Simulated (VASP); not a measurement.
Here is a VASP 6.6.1 calculation.

INCAR

```
SYSTEM = SnS2
PREC = Accurate
ENCUT = 400
EDIFF = 1E-6
ISMEAR = -1
SIGMA = 0.3
LREAL = .False.
LASPH = .True.
NELM = 120
ALGO = Normal
ISIF = 2
LWAVE = .False.
LCHARG = .False.
LDIPOL = .True.
IDIPOL = 3
DIPOL = 0.5 0.5 0.500
GGA = PS
NBANDS = 93
GGA_COMPAT = .False.
NELMDL = -8
```

File KPOINTS:

```
Automatic mesh
0
Gamma
  7 3 1
  0 0 0
```

POSCAR

```
SnS2
1.0
    3.6513143003      0.0000000000      0.0000000000
    0.0000000000      8.7582410527      0.0000000000
    0.0000000000      0.0000000000     26.6078113952
S Sn
12 6
Direct
    0.0000000000      0.4640236812      0.2818721122
    0.0000000000      0.0573941785      0.3070548954
    0.5000000000      0.7247326111      0.3640867107
    0.5000000000      0.3181031084      0.3892694939
    0.0000000000      0.9854415410      0.4463013092
    0.0000000000      0.5788120383      0.4714840924
    0.5000000000      0.2461504708      0.5285159076
    0.5000000000      0.8395209681      0.5536986908
    0.0000000000      0.5068594007      0.6107305061
    0.0000000000      0.1002298980      0.6359132893
    0.5000000000      0.7675683306      0.6929451046
    0.5000000000      0.3609388279      0.7181278878
    0.5000000000      0.2607089299      0.2944635038
    0.0000000000      0.5214178597      0.3766781023
    0.5000000000      0.7821267896      0.4588927008
    0.0000000000      0.0428357195      0.5411072992
    0.5000000000      0.3035446494      0.6233218977
    0.0000000000      0.5642535792      0.7055364962
```

Potentials or basis: VASP PAW PBE potentials, release 64 (S, Sn_d).

Command:

```console
$ cat potpaw_PBE.64/S/POTCAR potpaw_PBE.64/Sn_d/POTCAR > POTCAR
$ mpirun -np 1 vasp_std > vasp.out
```

Q: What does it give for the largest force?

A: 1.749 eV/Å.

Q: What does it give for the band gap on the k mesh?

A: 1.06 eV, indirect (least direct gap 1.14 eV).

Forces in eV/Å, atoms in the order of the input:
```
S    0.000  0.174 -0.588
S    0.000  0.948 -0.685
S    0.000  0.022 -0.187
S    0.000  0.177 -0.200
S    0.000  0.027 -0.074
S    0.000  0.014  0.040
S    0.000 -0.014 -0.040
S    0.000 -0.027  0.074
S    0.000 -0.177  0.200
S    0.000 -0.022  0.187
S    0.000 -0.948  0.685
S    0.000 -0.174  0.588
Sn   0.000 -1.257  1.215
Sn   0.000 -0.105  0.328
Sn   0.000  0.015  0.078
Sn   0.000 -0.015 -0.078
Sn   0.000  0.105 -0.328
Sn   0.000  1.257 -1.215
```

Caveat: the PAW data sets were made with another functional, which shifts forces and pressure a little; spin-orbit coupling is left out, which moves the levels of the heavy elements.
